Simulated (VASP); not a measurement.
Here is a VASP 6.6.1 calculation.

File INCAR:

```
SYSTEM = Y3B
ALGO     = Normal         ! electronic algorithm
EDIFF    = 1E-6           ! SCF threshold, eV
ENCUT    = 520            ! plane-wave cutoff, eV
GGA      = PE             ! functional
ISIF     = 2              ! what is computed and relaxed
ISMEAR   = 0              ! smearing method
LASPH    = .TRUE.         ! aspherical terms in the spheres
LCHARG   = .FALSE.        ! write CHGCAR
LREAL    = .FALSE.        ! projectors in reciprocal space
LWAVE    = .FALSE.        ! write WAVECAR
NBANDS   = 26             ! bands
NELM     = 60             ! most SCF steps
PREC     = Accurate       ! precision mode
SIGMA    = 0.1            ! smearing width, eV
```

Contents of KPOINTS:

```
k-points
0
G
  4 4 4
  0 0 0
```

The input POSCAR:

```
Y3B
1.0
    4.5255785919      0.0000000000      0.0000000000
    0.0000000000      4.5255785919      0.0000000000
    0.0000000000      0.0000000000      4.5255785919
Y B
3 1
Direct
    0.0000000000      0.5000000000      0.5000000000
    0.5000000000      0.0000000000      0.5000000000
    0.5000000000      0.5000000000      0.0000000000
    0.0000000000      0.0000000000      0.0000000000
```

Potentials or basis: VASP PAW PBE potentials, release 64 (Y_sv, B).

Launch:

```console
$ cat potpaw_PBE.64/Y_sv/POTCAR potpaw_PBE.64/B/POTCAR > POTCAR
$ mpirun -np 1 vasp_std > vasp.out
```

Question: What does it give for the pressure?

Answer: -0.3 GPa.

Question: Estimate the band gap on the k mesh.

Answer: Zero (band 18 reaches 4.10 eV, above the bottom of band 19 at 3.06 eV).
